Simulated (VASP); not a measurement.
Runs of VASP 6.6.1 on Ge. The structure is that of space group P6_3/mmc (No. 194), or close to it. The cells are those of the table. This isn't the form of Ge at room conditions, which is diamond.

| cell | gap on the mesh (eV) | pressure (GPa) | largest force (eV/Å) |
| --- | --- | --- | --- |
| a = 3.016, b = 3.016, c = 4.767 Å, angles 90.0, 90.0, 120.3°, 2 atoms | none | -1.2 | - |
| a = 3.088, b = 3.088, c = 4.880 Å, angles 90.0, 90.0, 120.3°, 2 atoms | none | -5.3 | - |
| a = 2.888, b = 2.888, c = 4.564 Å, angles 90.0, 90.0, 120.3°, 2 atoms | none | 10.6 | 0.01 |
| a = 2.991, b = 2.991, c = 4.728 Å, angles 90.0, 90.0, 120.3°, 2 atoms | none | (a) | 0.01 |
| a = 3.040, b = 3.040, c = 4.805 Å, angles 90.0, 90.0, 120.3°, 2 atoms | none | -2.8 | - |
| a = 3.064, b = 3.064, c = 4.843 Å, angles 90.0, 90.0, 120.3°, 2 atoms | none | (b) | - |
| a = 2.966, b = 2.966, c = 4.688 Å, angles 90.0, 90.0, 120.3°, 2 atoms | none | 2.6 | 0.01 |
| a = 2.914, b = 2.914, c = 4.606 Å, angles 90.0, 90.0, 120.3°, 2 atoms | none | 7.5 | 0.01 |
| a = 2.940, b = 2.940, c = 4.647 Å, angles 90.0, 90.0, 120.3°, 2 atoms | none | 4.9 | 0.01 |

Alike in all rows: task single point; level PBEsol; potentials or basis VASP PAW PBE potentials, release 64 (Ge_d); no spin polarisation; k mesh 11 × 11 × 6; cutoff (eV) 520; smearing fermi-dirac 0.1 eV.

Question: Fill in the values left out.

Answer: (a) 0.6; (b) -4.1.

Caveats: the PAW data sets were made with another functional, which shifts forces and pressure a little; the cell stands under pressure (at least some runs); the cell stands under tension (at least some runs).

A k mesh can miss the band edges, and the runs leave out spin-orbit coupling on Ge.

A gap of «none» marks levels without a gap at the run's occupations.
